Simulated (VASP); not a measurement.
Rh:

```
Rh
1.0
     2.73098    0.00000    0.00000
    -1.36549    2.36510    0.00000
     0.00000    0.00000    4.42849
Rh
2
Direct
  0.66667 0.33333 0.75000
  0.33333 0.66667 0.25000
```

| Item | Value |
| --- | --- |
| Program | VASP 6.6.1 |
| Task | relaxation of cell and atoms |
| Functional | PBE |
| Potentials or basis | VASP PAW PBE potentials, release 64 (Rh_pv) |
| Cutoff | 600 eV |
| k mesh | 18 × 18 × 10 |
| Occupations | gaussian, width 0.1 eV |
| Spin | no spin polarisation |

At the start: pressure -3.7 GPa; volume 14.30 Å³/atom.

How do energy, volume and symmetry change on relaxing?

Over 11 steps the energy falls by 2.9 meV/atom and the volume is 14.09 Å³/atom (-1.5 %); space group P6_3/mmc (No. 194, to 0.05 Å).

Step by step:
```csv
step,energy change (eV),largest force (eV/Å),pressure (GPa),volume (Å³)
1,0.0000,0.0000,-3.70,28.60
2,0.0203,0.0000,9.35,27.26
3,-0.0054,0.0000,0.10,28.17
4,-0.0054,0.0000,0.21,28.16
5,-0.0057,0.0000,0.07,28.18
6,-0.0057,0.0000,0.07,28.18
7,-0.0057,0.0000,0.08,28.18
8,-0.0057,0.0000,0.07,28.18
9,-0.0057,0.0000,-0.15,28.20
10,-0.0057,0.0000,0.05,28.18
11,-0.0057,0.0000,-0.04,28.19
```

Final structure:
```cif
data_structure
_symmetry_space_group_name_H-M 'P 1'
_symmetry_Int_Tables_number 1
_cell_length_a 2.7244
_cell_length_b 2.7244
_cell_length_c 4.3849
_cell_angle_alpha 90.000
_cell_angle_beta 90.000
_cell_angle_gamma 120.000
_cell_volume 28.19
loop_
_atom_site_label
_atom_site_type_symbol
_atom_site_fract_x
_atom_site_fract_y
_atom_site_fract_z
_atom_site_occupancy
Rh1 Rh 0.66667 0.33333 0.75000 1
Rh2 Rh 0.33333 0.66667 0.25000 1
```
